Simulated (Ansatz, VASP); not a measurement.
## One calculation of Sr3BiAs, two programs

INCAR

```
ALGO = Normal
EDIFF = 1E-7
ENCUT = 520
GGA = CA
ISIF = 2
ISMEAR = 1
LASPH = True
LCHARG = False
LREAL = False
LWAVE = False
NBANDS = 33
NELM = 80
PREC = Accurate
SIGMA = 0.1
```

File KPOINTS:

```
k-points
0
Gamma
  5 5 5
```

File POSCAR:

```
Sr3BiAs
1.0
    5.8800000000      0.0000000000      0.0000000000
    0.0000000000      5.8800000000      0.0000000000
    0.0000000000      0.0000000000      5.8800000000
Sr Bi As
3 1 1
Direct
    0.0000000000      0.5000000000      0.5000000000
    0.5000000000      0.0000000000      0.5000000000
    0.5000000000      0.5000000000      0.0000000000
    0.0000000000      0.0000000000      0.0000000000
    0.5000000000      0.5000000000      0.5000000000
```

Input for Ansatz:

```yaml
crystal:
  lattice:
    - [5.88, 0.0, 0.0]
    - [0.0, 5.88, 0.0]
    - [0.0, 0.0, 5.88]
  atoms:
    - { symbol: Sr, position: [0.0, 0.5, 0.5] }
    - { symbol: Sr, position: [0.5, 0.0, 0.5] }
    - { symbol: Sr, position: [0.5, 0.5, 0.0] }
    - { symbol: Bi, position: [0.0, 0.0, 0.0] }
    - { symbol: As, position: [0.5, 0.5, 0.5] }
basis:
  ecutwfc: 420.0
kpoints:
  mp_grid:
    grid: [5, 5, 5]
hamiltonian:
  xc: lda
scf:
  occupations:
    method: cold
    width: 0.1
output:
  stress: true
```

Alike in both runs: task single point; functional LDA; k mesh 5 × 5 × 5; no spin polarisation.

|  | VASP | Ansatz |
| --- | --- | --- |
| version | VASP 6.6.1 | Ansatz 0.2.0 |
| potentials or method | VASP PAW LDA potentials, release 64 (Sr_sv, Bi_d, As), cutoff 520 eV | plane waves, PAW |
| occupations | methfessel-paxton of order 1, width 0.1 eV | cold, width 0.1 eV |
| valence electrons in the cell | 50 | 60 |

|  | VASP | Ansatz | Ansatz less VASP |
| --- | --- | --- | --- |
| pressure (GPa) | -2.3 | -2.4 | -0.12 |

LDA's correlation is that of Perdew and Zunger in VASP and of Perdew and Wang (1992) in Ansatz. VASP's potentials hold 50 valence electrons a cell and Ansatz's 60, so a difference there can come from the potentials and not from the codes.

Neither program's run includes spin-orbit coupling.
